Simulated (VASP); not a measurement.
# BaTiO3 (P4/mmm) in VASP: a series of runs

The runs below take BaTiO3 through electric field gradients, with LDA.

Program: VASP 6.6.1. These are calculated values, not measurements. Logs are shortened: lines on timing, memory, paths and dates and some standing lists are left out, and cuts for length are marked.

## 1. The cell of the first run

The structure is tetragonal, space group P4/mmm (No. 123). The conventional cell has a = 4.007 Å, b = 4.007 Å, c = 3.967 Å, α = 90.00°, β = 90.00°, γ = 90.00°. Ba (site symmetry 4/mmm) has 12 O at 2.82 to 2.83 Å and 8 Ti at 3.46 Å within 3.7 Å. Within 2.6 Å of Ti (site symmetry 4/mmm) lie 6 O at 1.98 to 2.00 Å. Within 2.7 Å of O (site symmetry mmm) lie 2 Ti at 2.00 Å. O (site symmetry 4/mmm) has 2 Ti at 1.98 Å within 2.6 Å.

## 2. Electric field gradients, LDA (zz strain of -1 %)

Input file INCAR:

```
SYSTEM = BaTiO3
PREC     = Accurate       ! precision mode
ENCUT    = 520            ! plane-wave cutoff, eV
EDIFF    = 1E-8           ! SCF threshold, eV
ISMEAR   = -1             ! smearing method
SIGMA    = 0.05           ! smearing width, eV
LREAL    = .FALSE.        ! projectors in reciprocal space
LASPH    = .TRUE.         ! aspherical terms in the spheres
NELM     = 60             ! most SCF steps
ALGO     = Normal         ! electronic algorithm
ISIF     = 2              ! what is computed and relaxed
LWAVE    = .FALSE.        ! write WAVECAR
LCHARG   = .FALSE.        ! write CHGCAR
GGA      = CA             ! functional
LEFG     = .TRUE.       
NBANDS   = 28             ! bands
```

Input file KPOINTS:

```
Automatic mesh
0
G
  8 8 8
  0 0 0
```

Input file POSCAR:

```
BaTiO3
1.0
    4.0073000000      0.0000000000      0.0000000000
    0.0000000000      4.0073000000      0.0000000000
    0.0000000000      0.0000000000      3.9672270000
Ba Ti O
1 1 3
Direct
    0.5000000000      0.5000000000      0.5000000000
    0.0000000000      0.0000000000      0.0000000000
    0.5000000000      0.0000000000      0.0000000000
    0.0000000000      0.5000000000      0.0000000000
    0.0000000000      0.0000000000      0.5000000000
```

Potentials or basis: VASP PAW LDA potentials, release 64 (Ba_sv, Ti_sv, O).

Run with:

```sh
cat potpaw_LDA.64/Ba_sv/POTCAR potpaw_LDA.64/Ti_sv/POTCAR potpaw_LDA.64/O/POTCAR > POTCAR
mpirun -np 1 vasp_std > vasp.out
```

OUTCAR:

```text
SYSTEM = BaTiO3
   PREC = Accurate
   ENCUT = 520
   EDIFF = 1E-8
   ISMEAR = -1
   LREAL = .FALSE.
   LASPH = .TRUE.
   NELM = 60
   ISIF = 2
   GGA = CA

 ion  position               nearest neighbor table
   1  0.500  0.500  0.500-   3 2.82   4 2.82   3 2.82   4 2.82   3 2.82   3 2.82   4 2.82   4 2.82
                             5 2.83   5 2.83   5 2.83   5 2.83   2 3.46   2 3.46   2 3.46   2 3.46
   2  0.000  0.000  0.000-   5 1.98   5 1.98   3 2.00   4 2.00   4 2.00   3 2.00   1 3.46   1 3.46
                             1 3.46   1 3.46   1 3.46   1 3.46   1 3.46   1 3.46
   3  0.500  0.000  0.000-   2 2.00   2 2.00   1 2.82   1 2.82   1 2.82   1 2.82
   4  0.000  0.500  0.000-   2 2.00   2 2.00   1 2.82   1 2.82   1 2.82   1 2.82
   5  0.000  0.000  0.500-   2 1.98   2 1.98   1 2.83   1 2.83   1 2.83   1 2.83

  LATTYP: Found a simple tetragonal cell.
 ALAT       =     4.0073000000
 C/A-ratio  =     0.9900000000

  Lattice vectors:

 A1 = (   4.0073000000,   0.0000000000,   0.0000000000)
 A2 = (   0.0000000000,   4.0073000000,   0.0000000000)
 A3 = (   0.0000000000,   0.0000000000,   3.9672270000)

Analysis of symmetry for initial positions (statically):
=====================================================================
 Subroutine PRICEL returns:
 Original cell was already a primitive cell.

 Routine SETGRP: Setting up the symmetry group for a
 simple tetragonal supercell.

 Subroutine GETGRP returns: Found 16 space group operations
 (whereof 16 operations were pure point group operations)
 out of a pool of 16 trial point group operations.

The static configuration has the point symmetry D_4h.

Analysis of symmetry for dynamics (positions and initial velocities):
=====================================================================
 Subroutine PRICEL returns:
 Original cell was already a primitive cell.

 Routine SETGRP: Setting up the symmetry group for a
 simple tetragonal supercell.

 Subroutine GETGRP returns: Found 16 space group operations
 (whereof 16 operations were pure point group operations)
 out of a pool of 16 trial point group operations.

The dynamic configuration has the point symmetry D_4h.

 Subroutine INISYM returns: Found 16 space group operations
 (whereof 16 operations are pure point group operations),
 and found     1 'primitive' translations

----------------------------------------------------------------------------------------

                                     Primitive cell

  volume of cell :      63.7075

  direct lattice vectors                    reciprocal lattice vectors
     4.007300000  0.000000000  0.000000000     0.249544581  0.000000000  0.000000000
     0.000000000  4.007300000  0.000000000     0.000000000  0.249544581  0.000000000
     0.000000000  0.000000000  3.967227000     0.000000000  0.000000000  0.252065233

  length of vectors
     4.007300000  4.007300000  3.967227000     0.249544581  0.249544581  0.252065233

  position of ions in fractional coordinates (direct lattice)
     0.500000000  0.500000000  0.500000000
     0.000000000  0.000000000  0.000000000
     0.500000000  0.000000000  0.000000000
     0.000000000  0.500000000  0.000000000
     0.000000000  0.000000000  0.500000000

  ion indices of the primitive-cell ions
   primitive index   ion index
                 1           1
                 2           2
                 3           3
                 4           4
                 5           5

----------------------------------------------------------------------------------------

 KPOINTS: Automatic mesh

Automatic generation of k-mesh.
 Grid dimensions read from file:
 generate k-points for:    8    8    8

 Generating k-lattice:

  Cartesian coordinates                     Fractional coordinates (reciprocal lattice)
     0.031193073  0.000000000  0.000000000     0.125000000  0.000000000  0.000000000
     0.000000000  0.031193073  0.000000000     0.000000000  0.125000000  0.000000000
     0.000000000  0.000000000  0.031508154     0.000000000  0.000000000  0.125000000

  Length of vectors
     0.031193073  0.031193073  0.031508154

  Shift w.r.t. Gamma in fractional coordinates (k-lattice)
     0.000000000  0.000000000  0.000000000

 Subroutine IBZKPT returns following result:
 ===========================================

 Found     75 irreducible k-points:

 Following reciprocal coordinates:
            Coordinates               Weight
  0.000000  0.000000  0.000000      1.000000
  0.125000  0.000000  0.000000      4.000000
  0.250000  0.000000  0.000000      4.000000
  0.375000  0.000000  0.000000      4.000000
  0.500000  0.000000  0.000000      2.000000
  0.125000  0.125000  0.000000      4.000000
[... 16 lines left out ...]
  0.375000  0.125000  0.125000     16.000000
  0.500000  0.125000  0.125000      8.000000
 [... further k-points ...]
   k-points           NKPTS =     75   k-points in BZ     NKDIM =     75   number of bands    NBANDS=     28
   number of dos      NEDOS =    301   number of ions     NIONS =      5
   total plane-waves  NPLWV =  27000
   dimension x,y,z NGX =    30 NGY =   30 NGZ =   30
   dimension x,y,z NGXF=    60 NGYF=   60 NGZF=   60
   ions per type =               1   1   3
   NGX,Y,Z   is equivalent  to a cutoff of  12.45, 12.45, 12.57 a.u.
   NGXF,Y,Z  is equivalent  to a cutoff of  24.89, 24.89, 25.14 a.u.
 SYSTEM =  BaTiO3
   PREC   = accura    normal or accurate (medium, high low for compatibility)
   ISTART =      0    job   : 0-new  1-cont  2-samecut
   ICHARG =      2    charge: 1-file 2-atom 10-const
   ISPIN  =      1    spin polarized calculation?
   LNONCOLLINEAR =      F non collinear calculations
   LSORBIT =      F    spin-orbit coupling
   LASPH  =      T    aspherical Exc in radial PAW
   ENCUT  =  520.0 eV  38.22 Ry    6.18 a.u.   7.45  7.45  7.38*2*pi/ulx,y,z
   NELM   =     60;   NELMIN=  2; NELMDL= -5     # of ELM steps
   EDIFF  = 0.1E-07   stopping-criterion for ELM
   LREAL  =      F    real-space projection
   EDIFFG = 0.1E-06   stopping-criterion for IOM
   NSW    =      0    number of steps for IOM
   IBRION =     -1    ionic relax: 0-MD 1-quasi-New 2-CG
   NFREE  =      0    steps in history (QN), initial steepest desc. (CG)
   ISIF   =      2    stress and relaxation
   ISYM   =      2    0-nonsym 1-usesym 2-fastsym
   POTIM  = 0.5000    time-step for ionic-motion
   TEBEG  =    0.0;   TEEND  =   0.0 temperature during run
   PSTRESS=    0.0 pullay stress
   NELECT =      40.0000    total number of electrons
   NUPDOWN=      -1.0000    fix difference up-down
   EMIN   =  10.00;   EMAX   =-10.00  energy-range for DOS
   EFERMI =   0.00;   METHOD = LEGACY
   ISMEAR =    -1;   SIGMA  =   0.05  broadening in eV -4-tet -1-fermi 0-gaus
   EFERMI_NEDOS =   21; number of points for ismear=-14 and -15
   IALGO  =     38    algorithm
   IMIX   =      4    mixing-type and parameters
     AMIX     =   0.40;   BMIX     =  1.00
     AMIX_MAG =   1.60;   BMIX_MAG =  1.00
  volume/ion in A,a.u.               =      12.74        85.98
  Fermi-wavevector in a.u.,A,eV,Ry     =   1.401838  2.649090 26.737496  1.965150
  Thomas-Fermi vector in A             =   2.524660
   LORBIT       =      0    0 simple, 1 ext, 2 COOP (PROOUT), +10 PAW based schemes
   GGA     = CA    functional components
   LHFCALC =     F    Hartree Fock is set to
   AEXX    =    0.0000 exact exchange contribution
   IVDW    =     0    specifies the selected vdW correction
   LEPSILON=     F    determine dielectric tensor
   LRPA    =     F    only Hartree local field effects (RPA)
 non-spin polarized calculation
  energy-cutoff  :      520.00
  volume of cell :       63.71
 maximum number of plane-waves:      1743
 NGX is ok and might be reduce to    30
   NGX = 15   NGY = 15   NGZ = 15

 number of electron      39.9999977 magnetization

 Free energy of the ion-electron system (eV)
  ---------------------------------------------------
  ext. energy  EPLUGINS =         0.00000000
  ---------------------------------------------------
  free energy    TOTEN  =       -44.11854547 eV

  energy without entropy =      -44.11854547  energy(sigma->0) =      -44.11854547

 E-fermi :   4.4244     XC(G=0): -11.7705

 val. band max:        3.5823749177   @ k =   0.5000   0.5000   0.5000
 cond. band min:       5.2304177098   @ k =   0.0000   0.0000   0.0000
 fundamental gap:      1.6480427921
 Fermi energy:         4.4244289199

 k-point     1 :       0.0000    0.0000    0.0000
  band No.  band energies     occupation
      1     -52.2844      2.00000
      2     -28.9071      2.00000
      3     -28.9005      2.00000
      4     -28.9005      2.00000
      5     -21.0687      2.00000
      6     -13.0250      2.00000
[... 20 lines left out ...]
     27       8.5245      0.00000
     28      10.8463      0.00000

 k-point     2 :       0.1250    0.0000    0.0000
  band No.  band energies     occupation
      1     -52.2842      2.00000
      2     -28.9084      2.00000
      3     -28.9068      2.00000
      4     -28.9002      2.00000
      5     -21.0508      2.00000
      6     -13.0412      2.00000
[... 674 lines left out ...]
 k-point    24 :       0.5000    0.1250    0.1250
  band No.  band energies     occupation
      1     -52.2830      2.00000
      2     -28.9529      2.00000
      3     -28.9133      2.00000
      4     -28.9056      2.00000
      5     -20.9195      2.00000
      6     -13.1473      2.00000
[... 20 lines left out ...]
     27      11.4384      0.00000
     28      12.3737      0.00000

 [... further k-points ...]

------------------------ aborting loop because EDIFF is reached ----------------------------------------

  FORCE on cell =-STRESS in cart. coord.  units (eV):
  Direction    XX          YY          ZZ          XY          YZ          ZX
  --------------------------------------------------------------------------------------
  -------------------------------------------------------------------------------------
  Total       -2.5573823     -2.5573823     -1.7733351      0.0000000     -0.0000000      0.0000000
  in kB      -64.3154734    -64.3154734    -44.5975128      0.0000000     -0.0000000      0.0000000
  external PRESSURE =     -57.7428199 kB  Pullay stress =       0.0000000 kB

 VOLUME and BASIS-vectors are now :
 -----------------------------------------------------------------------------
  energy-cutoff  :      520.00
  volume of cell :       63.71
      direct lattice vectors                 reciprocal lattice vectors
     4.007300000  0.000000000  0.000000000     0.249544581  0.000000000  0.000000000
     0.000000000  4.007300000  0.000000000     0.000000000  0.249544581  0.000000000
     0.000000000  0.000000000  3.967227000     0.000000000  0.000000000  0.252065233

 POSITION                                       TOTAL-FORCE (eV/Angst)
 -----------------------------------------------------------------------------------
      2.00365      2.00365      1.98361         0.000000      0.000000      0.000000
      0.00000      0.00000      0.00000         0.000000      0.000000      0.000000
      2.00365      0.00000      0.00000         0.000000      0.000000      0.000000
      0.00000      2.00365      0.00000         0.000000      0.000000      0.000000
      0.00000      0.00000      1.98361         0.000000      0.000000      0.000000
 -----------------------------------------------------------------------------------
    total drift:                                0.000000     -0.000000      0.000000

  FREE ENERGIE OF THE ION-ELECTRON SYSTEM (eV)
  ---------------------------------------------------
  free  energy   TOTEN  =       -44.1185454712 eV

  energy  without entropy=      -44.1185454664  energy(sigma->0) =      -44.11854547

 Electric field gradients (V/A^2)
---------------------------------------------------------------------
 ion       V_xx      V_yy      V_zz      V_xy      V_xz      V_yz
---------------------------------------------------------------------
   1       0.745     0.745    -1.490     0.000    -0.000    -0.000
   2       4.712     4.712    -9.425    -0.000    -0.000     0.000
   3      22.469    -9.585   -12.884     0.000    -0.000     0.000
   4      -9.585    22.469   -12.884     0.000    -0.000    -0.000
   5      -8.775    -8.775    17.549     0.000    -0.000    -0.000
---------------------------------------------------------------------

 Electric field gradients after diagonalization (V/A^2)
 (convention: |V_zz| > |V_xx| > |V_yy|)
----------------------------------------------------------------------
 ion       V_xx      V_yy      V_zz     asymmetry (V_yy - V_xx)/ V_zz
----------------------------------------------------------------------
   1       0.745     0.745    -1.490       0.000
   2       4.712     4.712    -9.425       0.000
   3     -12.884    -9.585    22.469       0.147
   4     -12.884    -9.585    22.469       0.147
   5      -8.775    -8.775    17.549       0.000
----------------------------------------------------------------------

           NMR quadrupolar parameters

 Cq : quadrupolar parameter    Cq=e*Q*V_zz/h
 eta: asymmetry parameters     (V_yy - V_xx)/ V_zz
 Q  : nuclear electric quadrupole moment in mb (millibarn)
----------------------------------------------------------------------
 ion       Cq(MHz)       eta       Q (mb)
----------------------------------------------------------------------
   1      -0.004       0.000       1.000
   2      -0.023       0.000       1.000
   3       0.054       0.147       1.000
   4       0.054       0.147       1.000
   5       0.042       0.000       1.000
----------------------------------------------------------------------
```

Run time: 2.2 min. Hardware: 1 thread of Intel Xeon Platinum 8488C (Sapphire Rapids), shared host; peak memory 0.25 GiB.

What came out:

```yaml
Free_energy: -44.1185 eV
Pressure: -5.8 GPa
Band_gap_on_the_k_mesh: 1.65 eV (least direct gap 1.78 eV)
Largest_electric_field_gradient_by_atom: Ba -1.5; Ti -9.4; O +22.5, +17.5 (each value once) V/Å²
```

Levels at points of the mesh, in eV from the valence-band top:
| k point | band 17 | band 18 | band 19 | band 20 | band 21 | band 22 | band 23 | band 24 |
| --- | --- | --- | --- | --- | --- | --- | --- | --- |
| (0.00, 0.00, 0.00) | -1.11 | -0.15 | -0.15 | -0.13 | 1.65 | 1.67 | 1.67 | 3.94 |
| (0.50, 0.00, 0.00) | -1.84 | -1.84 | -0.73 | -0.72 | 1.83 | 3.45 | 3.45 | 4.01 |
| (0.50, 0.50, 0.00) | -1.74 | -0.93 | -0.93 | -0.12 | 3.46 | 3.46 | 3.86 | 4.91 |
| (0.00, 0.00, 0.50) | -1.95 | -1.95 | -0.74 | -0.74 | 1.82 | 3.54 | 3.54 | 3.95 |
| (0.50, 0.00, 0.50) | -1.74 | -0.85 | -0.84 | -0.09 | 3.46 | 3.55 | 3.92 | 4.81 |
| (0.50, 0.50, 0.50) | -2.35 | -0.02 | 0.00 | 0.00 | 4.14 | 4.19 | 4.19 | 6.64 |

Electric field gradients, principal values (V/Å²):
| atom | least | middle | greatest (by size) |
| --- | --- | --- | --- |
| 1 Ba | 0.745 | 0.745 | -1.490 |
| 2 Ti | 4.712 | 4.712 | -9.425 |
| 3 O | -9.585 | -12.884 | 22.469 |
| 4 O | -9.585 | -12.884 | 22.469 |
| 5 O | -8.775 | -8.775 | 17.549 |

Caveat: the cell differs from its parent crystal (zz strain of -1 %); the cell stands under tension; without QUAD_EFG the Cq values of the log hold for a quadrupole moment of 1 mb, not for the nuclei; spin-orbit coupling is left out, which moves the levels of the heavy elements.

(Part 1 of 2 ends here.)
